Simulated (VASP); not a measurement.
Runs of VASP 6.6.1 on TiNi. The structure is that of space group Pm-3m (No. 221), or close to it. The cells are those of the table. 

```tsv
spin	cell	k mesh	gap on the mesh (eV)	pressure (GPa)
off	a = 3.060, b = 3.060, c = 2.917 Å, 2 atoms	18 × 18 × 18	none	-6.8
off	a = 3.015, b = 3.015, c = 2.896 Å, 2 atoms	18 × 18 × 18	none	-1.1
off	a = 3.015, b = 3.015, c = 2.944 Å, 2 atoms	18 × 18 × 18	none	-3.7
off	a = 2.949, b = 2.949, c = 3.060 Å, 2 atoms	18 × 18 × 18	none	-2.7
collinear, ferromagnetic start	a = 2.971 Å, 2 atoms	14 × 14 × 14	none	-0.2
off	a = 2.937, b = 2.937, c = 3.105 Å, 2 atoms	18 × 18 × 18	none	(a)
off	a = 2.960, b = 2.960, c = 3.015 Å, 2 atoms	18 × 18 × 18	none	(b)
```

Alike in all rows: task single point; level PBEsol; potentials or basis VASP PAW PBE potentials, release 64 (Ti_sv, Ni); cutoff (eV) 520; smearing gaussian 0.1 eV.

Question: Estimate the missing entries.

Answer: (a) -3.9; (b) -1.5.

Caveats: the PAW data sets were made with another functional, which shifts forces and pressure a little; the cell stands under tension (at least some runs).

A gap of «none» marks levels without a gap at the run's occupations.
